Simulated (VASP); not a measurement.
Crystal: GaSb.

```
Ga Sb
1.0
     0.00000    2.90251    2.90251
     2.90251    0.00000    2.90251
     2.90251    2.90251    0.00000
Ga Sb
1 1
Direct
  0.00000 0.00000 0.00000
  0.50000 0.50000 0.50000
```

* Program: VASP 6.6.1
* Task: relaxation of cell and atoms
* Functional: r2SCAN
* Potentials or basis: VASP PAW PBE potentials, release 64 (Ga_d, Sb)
* Cutoff: 600 eV
* k mesh: 8 × 8 × 8
* Occupations: fermi-dirac, width 0.02 eV
* Spin: no spin polarisation

At the start: pressure -1.8 GPa; volume 24.45 Å³/atom.

Q: Where does the relaxation end?

A: Over 3 steps the energy falls by 4.3 meV/atom and the volume is 23.71 Å³/atom (-3.0 %); space group Fm-3m (No. 225, to 0.05 Å).

Step by step:
```
step  energy change (eV)  largest force (eV/Å)  pressure (GPa)  volume (Å³)
   1              0.0000                0.0000           -1.81        48.90
   2             -0.0078                0.0000            0.63        46.98
   3             -0.0087                0.0000            0.03        47.42
```

Final structure:
```
Ga Sb
1.0
     0.00000    2.87286    2.87286
     2.87286    0.00000    2.87286
     2.87286    2.87286    0.00000
Ga Sb
1 1
Direct
  0.00000 0.00000 0.00000
  0.50000 0.50000 0.50000
```

Caveat: the PAW data sets were made with another functional, which shifts forces and pressure a little.
